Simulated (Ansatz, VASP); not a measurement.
Li in VASP and in Ansatz

The input INCAR:

```
SYSTEM = Li
PREC     = Accurate       ! precision mode
ENCUT    = 520            ! plane-wave cutoff, eV
EDIFF    = 1E-6           ! SCF threshold, eV
ISMEAR   = 0              ! smearing method
SIGMA    = 0.15           ! smearing width, eV
LREAL    = .False.        ! projectors in reciprocal space
LASPH    = .True.         ! aspherical terms in the spheres
NELM     = 60             ! most SCF steps
ALGO     = Fast           ! electronic algorithm
ISIF     = 2              ! what is computed and relaxed
LWAVE    = .False.        ! write WAVECAR
LCHARG   = .False.        ! write CHGCAR
GGA      = PS             ! functional
NBANDS   = 10             ! bands
```

KPOINTS

```
regular mesh
0
Gamma
  18 18 10
  0 0 0
```

File POSCAR:

```
Li
1.0
    3.1110021516      0.0000000000      0.0000000000
   -1.5555010758      2.7750331013      0.0000000000
    0.0000000000      0.0000000000      5.0930000000
Li
2
Direct
    0.3333333333      0.6666666667      0.2500000000
    0.6666666667      0.3333333333      0.7500000000
```

Input for Ansatz:

```yaml
crystal:
  lattice:
    - [3.1110021516, 0.0, 0.0]
    - [-1.5555010758, 2.7750331013, 0.0]
    - [0.0, 0.0, 5.093]
  atoms:
    - { symbol: Li, position: [0.3333333333, 0.6666666667, 0.25] }
    - { symbol: Li, position: [0.6666666667, 0.3333333333, 0.75] }
basis:
  ecutwfc: 420
kpoints:
  mp_grid: { grid: [18, 18, 10] }
hamiltonian:
  xc: pbesol
scf:
  occupations: { method: gaussian, width: 0.15 }
output:
  forces: true
  stress: true
  eigenvalues: true
```

Change from the starting cell: strain +0.0300 x Voigt [0, 1, 0, 0, 0, 0], atoms carried along.

Alike in both runs: task single point; functional PBEsol; k mesh 18 × 18 × 10; occupations gaussian, width 0.15 eV; no spin polarisation.

|  | VASP | Ansatz |
| --- | --- | --- |
| version | VASP 6.6.1 | Ansatz 0.2.0 |
| potentials or method | VASP PAW PBE potentials, release 64 (Li_sv), cutoff 520 eV | scalar-relativistic, plane waves, PAW |
| valence electrons in the cell | 6 | 6 |

|  | VASP | Ansatz | Ansatz less VASP |
| --- | --- | --- | --- |
| gap on the k mesh at the Fermi level (eV) | none | none | - |
| rms of the force components (eV/Å) | 0.008 | 0.008 | 0.0000 |

VASP's potentials were made for PBE, not for PBEsol. Atom by atom the forces differ by 0.000 eV/Å (rms over components). A gap of «none» marks a metal or a gap that the smearing closes.

Noted on VASP's run: the cutoff is short for stress, so the pressure is rough.
